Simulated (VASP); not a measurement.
# Re (Fm-3m) in VASP: a series of runs

Runs on Re. Level: r2SCAN. Tasks: single point, relaxation of cell and atoms.

Everything below comes from runs of VASP 6.6.1. Logs are shortened: lines on timing, memory, paths and dates and some standing lists are left out, and cuts for length are marked.

**1. The cell of the first run**

It takes space group Fm-3m (No. 225, cubic). Conventional cell: a = 3.893 Å, b = 3.893 Å, c = 3.893 Å, α = 90.00°, β = 90.00°, γ = 90.00°. Within 3.6 Å of Re (site symmetry m-3m) lie 12 Re at 2.75 Å.

**2. Single point, r2SCAN**

POSCAR reads:

```
Re
1.0
    0.0000000000     -1.9467225520     -1.9467225520
    1.9467225520      0.0000000000     -1.9467225520
    1.9467225520     -1.9467225520      0.0000000000
Re
1
Direct
    0.0000000000      0.0000000000      0.0000000000
```

INCAR.step1 reads:

```
SYSTEM = Re
  ALGO = Normal
  EDIFF = 1E-4
  ENCUT = 520
  GGA = PE
  ISMEAR = 0
  LASPH = .True.
  LCHARG = .False.
  LREAL = .False.
  LWAVE = .True.
  NBANDS = 10
  NELM = 100
  PREC = Accurate
  SIGMA = 0.1
```

INCAR.step2 reads:

```
SYSTEM = Re
  ALGO = Normal
  EDIFF = 1E-6
  ENCUT = 520
  ISIF = 2
  ISMEAR = 0
  ISTART = 1
  LASPH = .True.
  LCHARG = .False.
  LMIXTAU = .True.
  LREAL = .False.
  LWAVE = .False.
  METAGGA = R2SCAN
  NBANDS = 10
  NELM = 100
  PREC = Accurate
  SIGMA = 0.1
```

KPOINTS reads:

```
k-points
0
Gamma
  18 18 18
  0 0 0
```

Potentials or basis: VASP PAW PBE potentials, release 64 (Re).

The run is started by

```console
$ cat potpaw_PBE.64/Re/POTCAR > POTCAR
$ cp INCAR.step1 INCAR
$ mpirun -np 1 vasp_std > vasp.out
$ cp INCAR.step2 INCAR
$ mpirun -np 1 vasp_std > vasp.out
```

OUTCAR:

```text
SYSTEM = Re
   EDIFF = 1E-6
   ENCUT = 520
   ISIF = 2
   ISMEAR = 0
   ISTART = 1
   LASPH = .True.
   LREAL = .False.
   METAGGA = R2SCAN
   NELM = 100
   PREC = Accurate

 ion  position               nearest neighbor table
   1  0.000  0.000  0.000-

  LATTYP: Found a face centered cubic cell.
 ALAT       =     3.8934451040

  Lattice vectors:

 A1 = (   0.0000000000,  -1.9467225520,  -1.9467225520)
 A2 = (   1.9467225520,   0.0000000000,  -1.9467225520)
 A3 = (   1.9467225520,  -1.9467225520,   0.0000000000)

Analysis of symmetry for initial positions (statically):
=====================================================================
 Subroutine PRICEL returns:
 Original cell was already a primitive cell.

 Routine SETGRP: Setting up the symmetry group for a
 face centered cubic supercell.

 Subroutine GETGRP returns: Found 48 space group operations
 (whereof 48 operations were pure point group operations)
 out of a pool of 48 trial point group operations.

The static configuration has the point symmetry O_h .

Analysis of symmetry for dynamics (positions and initial velocities):
=====================================================================
 Subroutine PRICEL returns:
 Original cell was already a primitive cell.

 Routine SETGRP: Setting up the symmetry group for a
 face centered cubic supercell.

 Subroutine GETGRP returns: Found 48 space group operations
 (whereof 48 operations were pure point group operations)
 out of a pool of 48 trial point group operations.

The dynamic configuration has the point symmetry O_h .

 Subroutine INISYM returns: Found 48 space group operations
 (whereof 48 operations are pure point group operations),
 and found     1 'primitive' translations

----------------------------------------------------------------------------------------

                                     Primitive cell

  volume of cell :      14.7551

  direct lattice vectors                    reciprocal lattice vectors
     0.000000000 -1.946722552 -1.946722552    -0.256841942 -0.256841942 -0.256841942
     1.946722552  0.000000000 -1.946722552     0.256841942  0.256841942 -0.256841942
     1.946722552 -1.946722552  0.000000000     0.256841942 -0.256841942  0.256841942

  length of vectors
     2.753081435  2.753081435  2.753081435     0.444863292  0.444863292  0.444863292

  position of ions in fractional coordinates (direct lattice)
     0.000000000  0.000000000  0.000000000

  ion indices of the primitive-cell ions
   primitive index   ion index
                 1           1

----------------------------------------------------------------------------------------

 KPOINTS: k-points

Automatic generation of k-mesh.
 Grid dimensions read from file:
 generate k-points for:   18   18   18

 Generating k-lattice:

  Cartesian coordinates                     Fractional coordinates (reciprocal lattice)
    -0.014268997 -0.014268997 -0.014268997     0.055555556  0.000000000  0.000000000
     0.014268997  0.014268997 -0.014268997     0.000000000  0.055555556  0.000000000
     0.014268997 -0.014268997  0.014268997     0.000000000  0.000000000  0.055555556

  Length of vectors
     0.024714627  0.024714627  0.024714627

  Shift w.r.t. Gamma in fractional coordinates (k-lattice)
     0.000000000  0.000000000  0.000000000

 Subroutine IBZKPT returns following result:
 ===========================================

 Found    195 irreducible k-points:

 Following reciprocal coordinates:
            Coordinates               Weight
  0.000000  0.000000  0.000000      1.000000
  0.055556  0.000000  0.000000      8.000000
  0.111111  0.000000  0.000000      8.000000
  0.166667  0.000000  0.000000      8.000000
  0.222222  0.000000  0.000000      8.000000
  0.277778  0.000000  0.000000      8.000000
[... 16 lines left out ...]
 -0.277778  0.055556  0.000000     24.000000
 -0.222222  0.055556  0.000000     24.000000
 [... further k-points ...]
   k-points           NKPTS =    195   k-points in BZ     NKDIM =    195   number of bands    NBANDS=     10
   number of dos      NEDOS =    301   number of ions     NIONS =      1
   total plane-waves  NPLWV =   8000
   dimension x,y,z NGX =    20 NGY =   20 NGZ =   20
   dimension x,y,z NGXF=    40 NGYF=   40 NGZF=   40
   ions per type =               1
   NGX,Y,Z   is equivalent  to a cutoff of  12.08, 12.08, 12.08 a.u.
   NGXF,Y,Z  is equivalent  to a cutoff of  24.15, 24.15, 24.15 a.u.
 SYSTEM =  Re
   PREC   = accura    normal or accurate (medium, high low for compatibility)
   ISTART =      1    job   : 0-new  1-cont  2-samecut
   ICHARG =      0    charge: 1-file 2-atom 10-const
   ISPIN  =      1    spin polarized calculation?
   LNONCOLLINEAR =      F non collinear calculations
   LSORBIT =      F    spin-orbit coupling
   LASPH  =      T    aspherical Exc in radial PAW
   ENCUT  =  520.0 eV  38.22 Ry    6.18 a.u.   5.12  5.12  5.12*2*pi/ulx,y,z
   NELM   =    100;   NELMIN=  2; NELMDL=  0     # of ELM steps
   EDIFF  = 0.1E-05   stopping-criterion for ELM
   LREAL  =      F    real-space projection
   EDIFFG = 0.1E-04   stopping-criterion for IOM
   NSW    =      0    number of steps for IOM
   IBRION =     -1    ionic relax: 0-MD 1-quasi-New 2-CG
   NFREE  =      0    steps in history (QN), initial steepest desc. (CG)
   ISIF   =      2    stress and relaxation
   ISYM   =      2    0-nonsym 1-usesym 2-fastsym
   POTIM  = 0.5000    time-step for ionic-motion
   TEBEG  =    0.0;   TEEND  =   0.0 temperature during run
   PSTRESS=    0.0 pullay stress
   NELECT =       7.0000    total number of electrons
   NUPDOWN=      -1.0000    fix difference up-down
   EMIN   =  10.00;   EMAX   =-10.00  energy-range for DOS
   EFERMI =   0.00;   METHOD = LEGACY
   ISMEAR =     0;   SIGMA  =   0.10  broadening in eV -4-tet -1-fermi 0-gaus
   EFERMI_NEDOS =   21; number of points for ismear=-14 and -15
   IALGO  =     38    algorithm
   IMIX   =      4    mixing-type and parameters
     AMIX     =   0.40;   BMIX     =  1.00
     AMIX_MAG =   1.60;   BMIX_MAG =  1.00
  volume/ion in A,a.u.               =      14.76        99.57
  Fermi-wavevector in a.u.,A,eV,Ry     =   1.276812  2.412824 22.180865  1.630248
  Thomas-Fermi vector in A             =   2.409447
   LORBIT       =      0    0 simple, 1 ext, 2 COOP (PROOUT), +10 PAW based schemes
   METAGGA = R2SCAN    functional components
   LHFCALC =     F    Hartree Fock is set to
   AEXX    =    0.0000 exact exchange contribution
   IVDW    =     0    specifies the selected vdW correction
   LEPSILON=     F    determine dielectric tensor
   LRPA    =     F    only Hartree local field effects (RPA)
 non-spin polarized calculation
 Gauss-broadening in eV      SIGMA  =   0.10
  energy-cutoff  :      520.00
  volume of cell :       14.76
 maximum number of plane-waves:       411
   NGX = 11   NGY = 11   NGZ = 11

 number of electron       7.0000001 magnetization

 Free energy of the ion-electron system (eV)
  ---------------------------------------------------
  ext. energy  EPLUGINS =         0.00000000
  ---------------------------------------------------
  free energy    TOTEN  =       -52.39230237 eV

  energy without entropy =      -52.38812251  energy(sigma->0) =      -52.39021244

 E-fermi :   7.9425     XC(G=0): -14.9773

 val. band max:        7.9385268677   @ k =   0.4444   0.3889   0.0556
 cond. band min:       7.9555239443   @ k =  -0.4444   0.3889   0.0000
 fundamental gap:      0.0169970766
 Fermi energy:         7.9425269049

 k-point     1 :       0.0000    0.0000    0.0000
  band No.  band energies     occupation
      1      -2.6784      2.00000
      2       5.9277      2.00000
      3       5.9277      2.00000
      4       5.9277      2.00000
      5       9.3207      0.00000
      6       9.3207      0.00000
      7      22.4556      0.00000
      8      28.5446      0.00000
      9      28.5446      0.00000
     10      28.5446      0.00000

 k-point     2 :       0.0556    0.0000    0.0000
  band No.  band energies     occupation
      1      -2.5281      2.00000
      2       5.8225      2.00000
      3       5.9984      2.00000
      4       5.9984      2.00000
      5       9.2631      0.00000
      6       9.2631      0.00000
      7      22.7494      0.00000
      8      27.7265      0.00000
      9      28.8168      0.00000
     10      28.8168      0.00000

 k-point     3 :       0.1111    0.0000    0.0000
  band No.  band energies     occupation
      1      -2.0933      2.00000
      2       5.5515      2.00000
      3       6.1837      2.00000
      4       6.1837      2.00000
      5       9.1338      0.00000
      6       9.1338      0.00000
      7      23.5470      0.00000
      8      26.2627      0.00000
      9      29.6078      0.00000
     10      29.6078      0.00000

 k-point     4 :       0.1667    0.0000    0.0000
  band No.  band energies     occupation
      1      -1.4286      2.00000
      2       5.2310      2.00000
      3       6.3916      2.00000
      4       6.3916      2.00000
      5       9.0628      0.00000
      6       9.0628      0.00000
      7      24.1776      0.00000
      8      25.3201      0.00000
      9      30.8484      0.00000
     10      30.8484      0.00000
[... 222 lines left out ...]
 k-point    22 :      -0.3333    0.0556    0.0000
  band No.  band energies     occupation
      1       0.7477      2.00000
      2       5.8440      2.00000
      3       5.9932      2.00000
      4       6.1769      2.00000
      5      10.2156      0.00000
      6      11.3052      0.00000
      7      20.6420      0.00000
      8      24.3577      0.00000
      9      30.5135      0.00000
     10      32.6224      0.00000

 k-point    23 :      -0.2778    0.0556    0.0000
  band No.  band energies     occupation
      1       0.3908      2.00000
      2       5.1361      2.00000
      3       6.2367      2.00000
      4       6.4037      2.00000
      5       9.4341      0.00000
      6      10.5738      0.00000
      7      21.7822      0.00000
      8      25.8850      0.00000
      9      31.7481      0.00000
     10      32.9153      0.00000

 k-point    24 :      -0.2222    0.0556    0.0000
  band No.  band energies     occupation
      1      -0.2614      2.00000
      2       4.8953      2.00000
      3       6.4314      2.00000
      4       6.5720      2.00000
      5       8.8449      0.00000
      6       9.9284      0.00000
      7      22.9428      0.00000
      8      26.4329      0.00000
      9      31.5702      0.00000
     10      32.8836      0.00000

 [... further k-points ...]
[... 5 lines left out ...]
  --------------------------------------------------------------------------------------
  -------------------------------------------------------------------------------------
  Total       -0.0036646     -0.0036646     -0.0036646      0.0000000     -0.0000000      0.0000000
  in kB       -0.3979181     -0.3979181     -0.3979181      0.0000000     -0.0000000      0.0000000
  external PRESSURE =      -0.3979181 kB  Pullay stress =       0.0000000 kB

 VOLUME and BASIS-vectors are now :
 -----------------------------------------------------------------------------
  energy-cutoff  :      520.00
  volume of cell :       14.76
      direct lattice vectors                 reciprocal lattice vectors
     0.000000000 -1.946722552 -1.946722552    -0.256841942 -0.256841942 -0.256841942
     1.946722552  0.000000000 -1.946722552     0.256841942  0.256841942 -0.256841942
     1.946722552 -1.946722552  0.000000000     0.256841942 -0.256841942  0.256841942

 POSITION                                       TOTAL-FORCE (eV/Angst)
 -----------------------------------------------------------------------------------
      0.00000      0.00000      0.00000         0.000000      0.000000     -0.000000
 -----------------------------------------------------------------------------------
    total drift:                               -0.000000      0.000000      0.000000

  FREE ENERGIE OF THE ION-ELECTRON SYSTEM (eV)
  ---------------------------------------------------
  free  energy   TOTEN  =       -52.3923023738 eV

  energy  without entropy=      -52.3881225148  energy(sigma->0) =      -52.39021244
```

Wall time 86 s (1 thread of AMD EPYC 7R43 (Zen 3), shared host); peak memory 0.12 GiB.

What came out:

| Item | Value |
| --- | --- |
| Free energy | -52.3923 eV |
| Pressure | 0.0 GPa |

Caveat: the PAW data sets were made with another functional, which shifts forces and pressure a little; spin-orbit coupling is left out, which moves the levels of the heavy elements.

**3. Relaxation of cell and atoms, r2SCAN**

This run uses another cell than the first one, of 14.72 Å³/atom, 0.998 times its volume.

POSCAR reads:

```
Re
1.0
    0.0000000000     -1.9452598010     -1.9452598010
    1.9452598010      0.0000000000     -1.9452598010
    1.9452598010     -1.9452598010      0.0000000000
Re
1
Direct
    0.0000000000      0.0000000000      0.0000000000
```

INCAR.step1 reads:

```
PREC = Accurate ; ENCUT = 600
ISMEAR = 0 ; SIGMA = 0.1
LREAL = False ; LASPH = True
NELM = 80 ; GGA = PE
ALGO = Normal ; EDIFF = 1E-4
LWAVE = True ; LCHARG = False
```

INCAR.step2 reads:

```
PREC = Accurate ; ENCUT = 600
EDIFF = 1E-7 ; ISMEAR = 0
SIGMA = 0.1 ; LREAL = False
LASPH = True ; NELM = 80
ALGO = Normal ; ISIF = 3
LWAVE = False ; LCHARG = False
METAGGA = R2SCAN ; LMIXTAU = True
IBRION = 2 ; NSW = 100
EDIFFG = -0.005 ; ISTART = 1
```

KPOINTS reads:

```
Automatic mesh
0
Gamma
  18 18 18
```

Potentials or basis: VASP PAW PBE potentials, release 64 (Re).

The run is started by

```console
$ cat potpaw_PBE.64/Re/POTCAR > POTCAR
$ cp INCAR.step1 INCAR
$ mpirun -np 1 vasp_std > vasp.out
$ cp INCAR.step2 INCAR
$ mpirun -np 1 vasp_std > vasp.out
```

Wall time 6.4 min (1 thread of AMD EPYC 7R43 (Zen 3), shared host); peak memory 0.14 GiB.

The run converged. Its results:

```yaml
Free_energy: -52.3932 eV
Relaxed_volume: 14.76 Å³/atom
Relaxed_cell: a = 2.753 Å, b = 2.753 Å, c = 2.753 Å, α = 60.00°, β = 60.00°, γ = 60.00°
Space_group_after_relaxing_to_0.05_Å: Fm-3m (No. 225)
Energy_gained_by_relaxing: 0.1 meV/atom
Ionic_steps: 3
Pressure_after_relaxing: 0.0 GPa
```

The path:
```tsv
step	energy change (eV)	largest force (eV/Å)	pressure (GPa)	volume (Å³)
1	0.0000	0.0000	0.97	14.72
2	0.0019	0.0000	-4.03	14.91
3	-0.0001	0.0000	0.02	14.76
```

Final structure:
```xyz
1
Lattice="0.0000 -1.9468 -1.9468 1.9468 0.0000 -1.9468 1.9468 -1.9468 0.0000" Properties=species:S:1:pos:R:3 pbc="T T T"
Re    0.0000    0.0000    0.0000
```

Levels at points of the mesh, in eV from the Fermi level:
```
           k point  band 1  band 2  band 3  band 4  band 5  band 6  band 7
(0.00, 0.00, 0.00)  -10.62   -2.01   -2.01   -2.01    1.38    1.38   14.51
(0.50, 0.00, 0.00)   -7.20   -2.17   -2.17    0.10    3.94    3.94   10.44
(0.50, 0.50, 0.00)   -7.10   -6.26    2.82    3.95    4.66    4.66   12.88
```

Caveat: the PAW data sets were made with another functional, which shifts forces and pressure a little; spin-orbit coupling is left out, which moves the levels of the heavy elements.
